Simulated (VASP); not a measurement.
# SiNi (Pnma) in VASP: notebook

Runs on SiNi. Level: PBE. Tasks: single point.

All numbers are computed with VASP 6.6.1; they aren't measurements. Logs are shortened: lines on timing, memory, paths and dates and some standing lists are left out, and cuts for length are marked.

## (1) The cell of the first run

It takes space group Pnma (No. 62, orthorhombic). Conventional cell: a = 5.306 Å, b = 3.463 Å, c = 5.853 Å, α = 90.00°, β = 90.00°, γ = 90.00°. Si (site symmetry m) has 6 Ni at 2.34 to 2.49 Å and 2 Si at 2.77 Å within 3.1 Å. Within 3.1 Å of Ni (site symmetry m) lie 6 Si at 2.34 to 2.49 Å and 4 Ni at 2.73 to 2.86 Å.

## (2) Single point, PBE (volume scaled by 1.10, then relaxed in part)

Input file INCAR:

```
PREC = Accurate ; ENCUT = 520
EDIFF = 1E-7 ; ISMEAR = 0
SIGMA = 0.1 ; LREAL = False
LASPH = True ; NELM = 60
ALGO = Normal ; ISIF = 2
LWAVE = False ; LCHARG = False
GGA = PE ; NBANDS = 38
```

Input file KPOINTS:

```
regular mesh
0
Gamma
  8 10 6
```

Input file POSCAR:

```
SiNi
1.0
    5.3056344266      0.0000000000      0.0000000000
    0.0000000000      3.4633162102      0.0000000000
    0.0000000000      0.0000000000      5.8528305248
Si Ni
4 4
Direct
    0.3163045427      0.7500000000      0.0810168445
    0.1836954573      0.2500000000      0.5810168445
    0.8163045427      0.7500000000      0.4189831555
    0.6836954573      0.2500000000      0.9189831555
    0.0040071661      0.2500000000      0.1939971684
    0.4959928339      0.7500000000      0.6939971684
    0.5040071661      0.2500000000      0.3060028316
    0.9959928339      0.7500000000      0.8060028316
```

Potentials or basis: VASP PAW PBE potentials, release 64 (Si, Ni).

Run with:

```bash
> cat potpaw_PBE.64/Si/POTCAR potpaw_PBE.64/Ni/POTCAR > POTCAR
> mpirun -np 1 vasp_std > vasp.out
```

OUTCAR:

```text
PREC = Accurate
   ENCUT = 520
   EDIFF = 1E-7
   ISMEAR = 0
   LREAL = False
   LASPH = True
   NELM = 60
   ISIF = 2
   GGA = PE

 ion  position               nearest neighbor table
   1  0.316  0.750  0.081-   8 2.34   7 2.39   7 2.39   6 2.46   5 2.49   5 2.49   4 2.77   4 2.77

   2  0.184  0.250  0.581-   7 2.34   8 2.39   8 2.39   5 2.46   6 2.49   6 2.49   3 2.77   3 2.77

   3  0.816  0.750  0.419-   6 2.34   5 2.39   5 2.39   8 2.46   7 2.49   7 2.49   2 2.77   2 2.77

   4  0.684  0.250  0.919-   5 2.34   6 2.39   6 2.39   7 2.46   8 2.49   8 2.49   1 2.77   1 2.77

   5  0.004  0.250  0.194-   4 2.34   3 2.39   3 2.39   2 2.46   1 2.49   1 2.49   7 2.73   7 2.73
                             8 2.86   8 2.86
   6  0.496  0.750  0.694-   3 2.34   4 2.39   4 2.39   1 2.46   2 2.49   2 2.49   8 2.73   8 2.73
                             7 2.86   7 2.86
   7  0.504  0.250  0.306-   2 2.34   1 2.39   1 2.39   4 2.46   3 2.49   3 2.49   5 2.73   5 2.73
                             6 2.86   6 2.86
   8  0.996  0.750  0.806-   1 2.34   2 2.39   2 2.39   3 2.46   4 2.49   4 2.49   6 2.73   6 2.73
                             5 2.86   5 2.86

  LATTYP: Found a simple orthorhombic cell.
 ALAT       =     3.4633162102
 B/A-ratio  =     1.5319520669
 C/A-ratio  =     1.6899497965

  Lattice vectors:

 A1 = (   0.0000000000,  -3.4633162102,   0.0000000000)
 A2 = (   5.3056344266,   0.0000000000,   0.0000000000)
 A3 = (   0.0000000000,   0.0000000000,   5.8528305248)

Analysis of symmetry for initial positions (statically):
=====================================================================
 Subroutine PRICEL returns:
 Original cell was already a primitive cell.

 Routine SETGRP: Setting up the symmetry group for a
 simple orthorhombic supercell.

 Subroutine GETGRP returns: Found  8 space group operations
 (whereof  2 operations were pure point group operations)
 out of a pool of  8 trial point group operations.

The static configuration has the point symmetry S_2 .
 The point group associated with its full space group is D_2h.

Analysis of symmetry for dynamics (positions and initial velocities):
=====================================================================
 Subroutine PRICEL returns:
 Original cell was already a primitive cell.

 Routine SETGRP: Setting up the symmetry group for a
 simple orthorhombic supercell.

 Subroutine GETGRP returns: Found  8 space group operations
 (whereof  2 operations were pure point group operations)
 out of a pool of  8 trial point group operations.

The dynamic configuration has the point symmetry S_2 .
 The point group associated with its full space group is D_2h.

 Subroutine INISYM returns: Found  8 space group operations
 (whereof  2 operations are pure point group operations),
 and found     1 'primitive' translations

----------------------------------------------------------------------------------------

                                     Primitive cell

  volume of cell :     107.5463

  direct lattice vectors                    reciprocal lattice vectors
     5.305634427  0.000000000  0.000000000     0.188478874  0.000000000  0.000000000
     0.000000000  3.463316210  0.000000000     0.000000000  0.288740600  0.000000000
     0.000000000  0.000000000  5.852830525     0.000000000  0.000000000  0.170857501

  length of vectors
     5.305634427  3.463316210  5.852830525     0.188478874  0.288740600  0.170857501

  position of ions in fractional coordinates (direct lattice)
     0.316304543  0.750000000  0.081016844
     0.183695457  0.250000000  0.581016844
     0.816304543  0.750000000  0.418983156
     0.683695457  0.250000000  0.918983156
     0.004007166  0.250000000  0.193997168
     0.495992834  0.750000000  0.693997168
     0.504007166  0.250000000  0.306002832
     0.995992834  0.750000000  0.806002832

  ion indices of the primitive-cell ions
   primitive index   ion index
                 1           1
                 2           2
                 3           3
                 4           4
                 5           5
                 6           6
                 7           7
                 8           8

----------------------------------------------------------------------------------------

 KPOINTS: regular mesh

Automatic generation of k-mesh.
 Grid dimensions read from file:
 generate k-points for:    8   10    6

 Generating k-lattice:

  Cartesian coordinates                     Fractional coordinates (reciprocal lattice)
     0.023559859  0.000000000  0.000000000     0.125000000  0.000000000  0.000000000
     0.000000000  0.028874060  0.000000000     0.000000000  0.100000000  0.000000000
     0.000000000  0.000000000  0.028476250     0.000000000  0.000000000  0.166666667

  Length of vectors
     0.023559859  0.028874060  0.028476250

  Shift w.r.t. Gamma in fractional coordinates (k-lattice)
     0.000000000  0.000000000  0.000000000

 Subroutine IBZKPT returns following result:
 ===========================================

 Found    120 irreducible k-points:

 Following reciprocal coordinates:
            Coordinates               Weight
  0.000000  0.000000  0.000000      1.000000
  0.125000  0.000000  0.000000      2.000000
  0.250000  0.000000  0.000000      2.000000
  0.375000  0.000000  0.000000      2.000000
  0.500000  0.000000  0.000000      1.000000
  0.000000  0.100000  0.000000      2.000000
[... 16 lines left out ...]
  0.250000  0.400000  0.000000      4.000000
  0.375000  0.400000  0.000000      4.000000
 [... further k-points ...]
   k-points           NKPTS =    120   k-points in BZ     NKDIM =    120   number of bands    NBANDS=     38
   number of dos      NEDOS =    301   number of ions     NIONS =      8
   total plane-waves  NPLWV =  53760
   dimension x,y,z NGX =    40 NGY =   28 NGZ =   48
   dimension x,y,z NGXF=    80 NGYF=   56 NGZF=   96
   ions per type =               4   4
   NGX,Y,Z   is equivalent  to a cutoff of  12.53, 13.44, 13.63 a.u.
   NGXF,Y,Z  is equivalent  to a cutoff of  25.07, 26.88, 27.27 a.u.
 SYSTEM =  unknown system
   PREC   = accura    normal or accurate (medium, high low for compatibility)
   ISTART =      0    job   : 0-new  1-cont  2-samecut
   ICHARG =      2    charge: 1-file 2-atom 10-const
   ISPIN  =      1    spin polarized calculation?
   LNONCOLLINEAR =      F non collinear calculations
   LSORBIT =      F    spin-orbit coupling
   LASPH  =      T    aspherical Exc in radial PAW
   ENCUT  =  520.0 eV  38.22 Ry    6.18 a.u.   9.86  6.44 10.88*2*pi/ulx,y,z
   NELM   =     60;   NELMIN=  2; NELMDL= -5     # of ELM steps
   EDIFF  = 0.1E-06   stopping-criterion for ELM
   LREAL  =      F    real-space projection
   EDIFFG = 0.1E-05   stopping-criterion for IOM
   NSW    =      0    number of steps for IOM
   IBRION =     -1    ionic relax: 0-MD 1-quasi-New 2-CG
   NFREE  =      0    steps in history (QN), initial steepest desc. (CG)
   ISIF   =      2    stress and relaxation
   ISYM   =      2    0-nonsym 1-usesym 2-fastsym
   POTIM  = 0.5000    time-step for ionic-motion
   TEBEG  =    0.0;   TEEND  =   0.0 temperature during run
   PSTRESS=    0.0 pullay stress
   NELECT =      56.0000    total number of electrons
   NUPDOWN=      -1.0000    fix difference up-down
   EMIN   =  10.00;   EMAX   =-10.00  energy-range for DOS
   EFERMI =   0.00;   METHOD = LEGACY
   ISMEAR =     0;   SIGMA  =   0.10  broadening in eV -4-tet -1-fermi 0-gaus
   EFERMI_NEDOS =   21; number of points for ismear=-14 and -15
   IALGO  =     38    algorithm
   IMIX   =      4    mixing-type and parameters
     AMIX     =   0.40;   BMIX     =  1.00
     AMIX_MAG =   1.60;   BMIX_MAG =  1.00
  volume/ion in A,a.u.               =      13.44        90.72
  Fermi-wavevector in a.u.,A,eV,Ry     =   1.317060  2.488883 23.601321  1.734648
  Thomas-Fermi vector in A             =   2.447128
   LORBIT       =      0    0 simple, 1 ext, 2 COOP (PROOUT), +10 PAW based schemes
   GGA     = PE    functional components
   LHFCALC =     F    Hartree Fock is set to
   AEXX    =    0.0000 exact exchange contribution
   IVDW    =     0    specifies the selected vdW correction
   LEPSILON=     F    determine dielectric tensor
   LRPA    =     F    only Hartree local field effects (RPA)
 non-spin polarized calculation
 Gauss-broadening in eV      SIGMA  =   0.10
  energy-cutoff  :      520.00
  volume of cell :      107.55
 maximum number of plane-waves:      2930
 NGX is ok and might be reduce to    40
   NGX = 19   NGY = 13   NGZ = 21

 number of electron      55.9999992 magnetization

 Free energy of the ion-electron system (eV)
  ---------------------------------------------------
  ext. energy  EPLUGINS =         0.00000000
  ---------------------------------------------------
  free energy    TOTEN  =       -47.19198139 eV

  energy without entropy =      -47.18084950  energy(sigma->0) =      -47.18641545

 E-fermi :   8.9748     XC(G=0): -11.6996

 val. band max:        8.9666887535   @ k =   0.2500   0.5000   0.1667
 cond. band min:       8.9836202008   @ k =   0.3750   0.1000   0.1667
 fundamental gap:      0.0169314472
 Fermi energy:         8.9747764450

 k-point     1 :       0.0000    0.0000    0.0000
  band No.  band energies     occupation
      1      -3.1479      2.00000
      2      -0.1182      2.00000
      3       1.1317      2.00000
      4       1.5942      2.00000
      5       3.0370      2.00000
      6       3.4210      2.00000
[... 30 lines left out ...]
     37      15.1346      0.00000
     38      15.2068      0.00000

 k-point     2 :       0.1250    0.0000    0.0000
  band No.  band energies     occupation
      1      -3.0697      2.00000
      2      -0.2507      2.00000
      3       1.1768      2.00000
      4       1.3014      2.00000
      5       3.3119      2.00000
      6       3.5503      2.00000
[... 30 lines left out ...]
     37      14.7537      0.00000
     38      14.8968      0.00000
[... 859 lines left out ...]
     37      13.7704      0.00000
     38      15.2273      0.00000

 k-point    24 :       0.3750    0.4000    0.0000
  band No.  band energies     occupation
      1      -0.6562      2.00000
      2       0.3016      2.00000
      3       1.1712      2.00000
      4       1.6078      2.00000
      5       3.7009      2.00000
      6       3.7997      2.00000
[... 30 lines left out ...]
     37      14.6896      0.00000
     38      15.2167      0.00000

 [... further k-points ...]
[... 5 lines left out ...]
  --------------------------------------------------------------------------------------
  -------------------------------------------------------------------------------------
  Total       -8.3473178     -8.4349562     -8.3612044      0.0000000      0.0000000      0.0000000
  in kB     -124.3546740   -125.6602725   -124.5615505      0.0000000      0.0000000      0.0000000
  external PRESSURE =    -124.8588323 kB  Pullay stress =       0.0000000 kB

 VOLUME and BASIS-vectors are now :
 -----------------------------------------------------------------------------
  energy-cutoff  :      520.00
  volume of cell :      107.55
      direct lattice vectors                 reciprocal lattice vectors
     5.305634427  0.000000000  0.000000000     0.188478874  0.000000000  0.000000000
     0.000000000  3.463316210  0.000000000     0.000000000  0.288740600  0.000000000
     0.000000000  0.000000000  5.852830525     0.000000000  0.000000000  0.170857501

 POSITION                                       TOTAL-FORCE (eV/Angst)
 -----------------------------------------------------------------------------------
      1.67820      2.59749      0.47418         0.000785      0.000000     -0.000106
      0.97462      0.86583      3.40059        -0.000785     -0.000000     -0.000106
      4.33101      2.59749      2.45224         0.000785      0.000000      0.000106
      3.62744      0.86583      5.37865        -0.000785      0.000000      0.000106
      0.02126      0.86583      1.13543         0.008284     -0.000000      0.002897
      2.63156      2.59749      4.06185        -0.008284     -0.000000      0.002897
      2.67408      0.86583      1.79098         0.008284      0.000000     -0.002897
      5.28437      2.59749      4.71740        -0.008284      0.000000     -0.002897
 -----------------------------------------------------------------------------------
    total drift:                                0.000000      0.000000      0.000000

  FREE ENERGIE OF THE ION-ELECTRON SYSTEM (eV)
  ---------------------------------------------------
  free  energy   TOTEN  =       -47.1919813908 eV

  energy  without entropy=      -47.1808495038  energy(sigma->0) =      -47.18641545
```

Run time: 8.7 min. Hardware: 1 thread of Intel Xeon Platinum 8259CL at 2.50GHz (Skylake/Cascade Lake), shared host; peak memory 0.48 GiB.

What came out:

- Free energy: -47.1920 eV
- Pressure: -12.5 GPa
- Largest force: 0.009 eV/Å
- Band gap on the k mesh: zero (band 28 reaches 9.93 eV, above the bottom of band 29 at 8.28 eV)

Forces on the atoms (eV/Å):
```
Si   0.001  0.000  0.000
Si  -0.001  0.000  0.000
Si   0.001  0.000  0.000
Si  -0.001  0.000  0.000
Ni   0.008  0.000  0.003
Ni  -0.008  0.000  0.003
Ni   0.008  0.000 -0.003
Ni  -0.008  0.000 -0.003
```

 Spin polarisation is off, so any magnetic state and its effect on volume and gap are missing.

## (3) Single point, PBE (volume scaled by 1.03, then relaxed in part)

Input file INCAR:

```
SYSTEM = SiNi
PREC = Accurate
ENCUT = 520
EDIFF = 1E-7
ISMEAR = 0
SIGMA = 0.1
LREAL = .FALSE.
LASPH = .TRUE.
NELM = 60
ALGO = Normal
ISIF = 2
LWAVE = .FALSE.
LCHARG = .FALSE.
GGA = PE
NBANDS = 38
```

Input file KPOINTS:

```
Automatic mesh
0
G
  8 10 6
  0 0 0
```

Input file POSCAR:

```
SiNi
1.0
    5.2023435309      0.0000000000      0.0000000000
    0.0000000000      3.4014931249      0.0000000000
    0.0000000000      0.0000000000      5.6907739112
Si Ni
4 4
Direct
    0.3198164328      0.7500000000      0.0830992750
    0.1801835672      0.2500000000      0.5830992750
    0.8198164328      0.7500000000      0.4169007250
    0.6801835672      0.2500000000      0.9169007250
    0.0070084631      0.2500000000      0.1900366828
    0.4929915369      0.7500000000      0.6900366828
    0.5070084631      0.2500000000      0.3099633172
    0.9929915369      0.7500000000      0.8099633172
```

Potentials or basis: VASP PAW PBE potentials, release 64 (Si, Ni).

Run with:

```bash
> cat potpaw_PBE.64/Si/POTCAR potpaw_PBE.64/Ni/POTCAR > POTCAR
> mpirun -np 1 vasp_std > vasp.out
```

OUTCAR:

```text
SYSTEM = SiNi
   PREC = Accurate
   ENCUT = 520
   EDIFF = 1E-7
   ISMEAR = 0
   LREAL = .FALSE.
   LASPH = .TRUE.
   NELM = 60
   ISIF = 2
   GGA = PE

 ion  position               nearest neighbor table
   1  0.320  0.750  0.083-   8 2.30   7 2.35   7 2.35   6 2.41   5 2.43   5 2.43   4 2.70   4 2.70

   2  0.180  0.250  0.583-   7 2.30   8 2.35   8 2.35   5 2.41   6 2.43   6 2.43   3 2.70   3 2.70

   3  0.820  0.750  0.417-   6 2.30   5 2.35   5 2.35   8 2.41   7 2.43   7 2.43   2 2.70   2 2.70

   4  0.680  0.250  0.917-   5 2.30   6 2.35   6 2.35   7 2.41   8 2.43   8 2.43   1 2.70   1 2.70

   5  0.007  0.250  0.190-   4 2.30   3 2.35   3 2.35   2 2.41   1 2.43   1 2.43   7 2.69   7 2.69
                             8 2.75   8 2.75
   6  0.493  0.750  0.690-   3 2.30   4 2.35   4 2.35   1 2.41   2 2.43   2 2.43   8 2.69   8 2.69
                             7 2.75   7 2.75
   7  0.507  0.250  0.310-   2 2.30   1 2.35   1 2.35   4 2.41   3 2.43   3 2.43   5 2.69   5 2.69
                             6 2.75   6 2.75
   8  0.993  0.750  0.810-   1 2.30   2 2.35   2 2.35   3 2.41   4 2.43   4 2.43   6 2.69   6 2.69
                             5 2.75   5 2.75

  LATTYP: Found a simple orthorhombic cell.
 ALAT       =     3.4014931249
[... 201 lines left out ...]
 cond. band min:       9.9043286934   @ k =   0.3750   0.0000   0.0000
 fundamental gap:      0.0324419337
 Fermi energy:         9.8779287377

 k-point     1 :       0.0000    0.0000    0.0000
  band No.  band energies     occupation
      1      -2.7897      2.00000
      2       0.4390      2.00000
      3       1.7150      2.00000
      4       2.2564      2.00000
      5       3.5982      2.00000
      6       4.0429      2.00000
[... 973 lines left out ...]
     37      15.7422      0.00000
     38      16.3071      0.00000

 [... further k-points ...]
[... 5 lines left out ...]
  --------------------------------------------------------------------------------------
  -------------------------------------------------------------------------------------
  Total       -2.7969042     -2.8798251     -2.8039139      0.0000000      0.0000000      0.0000000
  in kB      -44.4987916    -45.8180647    -44.6103153      0.0000000      0.0000000      0.0000000
  external PRESSURE =     -44.9757239 kB  Pullay stress =       0.0000000 kB

 VOLUME and BASIS-vectors are now :
 -----------------------------------------------------------------------------
  energy-cutoff  :      520.00
  volume of cell :      100.70
      direct lattice vectors                 reciprocal lattice vectors
     5.202343531  0.000000000  0.000000000     0.192221062  0.000000000  0.000000000
     0.000000000  3.401493125  0.000000000     0.000000000  0.293988541  0.000000000
     0.000000000  0.000000000  5.690773911     0.000000000  0.000000000  0.175723024

 POSITION                                       TOTAL-FORCE (eV/Angst)
 -----------------------------------------------------------------------------------
      1.66379      2.55112      0.47290        -0.000566      0.000000     -0.001202
      0.93738      0.85037      3.31829         0.000566      0.000000     -0.001202
      4.26497      2.55112      2.37249        -0.000566      0.000000      0.001202
      3.53855      0.85037      5.21787         0.000566     -0.000000      0.001202
      0.03646      0.85037      1.08146         0.009747     -0.000000     -0.001737
      2.56471      2.55112      3.92684        -0.009747      0.000000     -0.001737
      2.63763      0.85037      1.76393         0.009747      0.000000      0.001737
      5.16588      2.55112      4.60932        -0.009747      0.000000      0.001737
 -----------------------------------------------------------------------------------
    total drift:                               -0.000000      0.000000     -0.000000

  FREE ENERGIE OF THE ION-ELECTRON SYSTEM (eV)
  ---------------------------------------------------
  free  energy   TOTEN  =       -47.5660905802 eV

  energy  without entropy=      -47.5573407074  energy(sigma->0) =      -47.56171564
```

stdout:

```text
POSCAR found type information on POSCAR SiNi
 POSCAR found :  2 types and       8 ions
 scaLAPACK will be used
 LDA part: xc-table for (Slater+PW92), standard interpolation
 POSCAR, INCAR and KPOINTS ok, starting setup
 FFT: planning ... GRIDC
 FFT: planning ... GRID_SOFT
 FFT: planning ... GRID
 WAVECAR not read
 entering main loop
```

Run time: 12 min. Hardware: 1 thread of Oxide Virtual Turin-like, shared host; peak memory 0.42 GiB.

What came out:

* Free energy: -47.5661 eV
* Pressure: -4.5 GPa
* Largest force: 0.010 eV/Å
* Band gap on the k mesh: zero (band 28 reaches 10.89 eV, above the bottom of band 29 at 9.13 eV)

Forces in eV/Å, atoms in the order of the input:
```
Si  -0.001  0.000 -0.001
Si   0.001  0.000 -0.001
Si  -0.001  0.000  0.001
Si   0.001  0.000  0.001
Ni   0.010  0.000 -0.002
Ni  -0.010  0.000 -0.002
Ni   0.010  0.000  0.002
Ni  -0.010  0.000  0.002
```

Stress tensor (GPa, compression positive):
```
-4.45  0.00  0.00
 0.00 -4.58  0.00
 0.00  0.00 -4.46
```

 Spin polarisation is off, so any magnetic state and its effect on volume and gap are missing.

(Continued in part 2 of 2.)
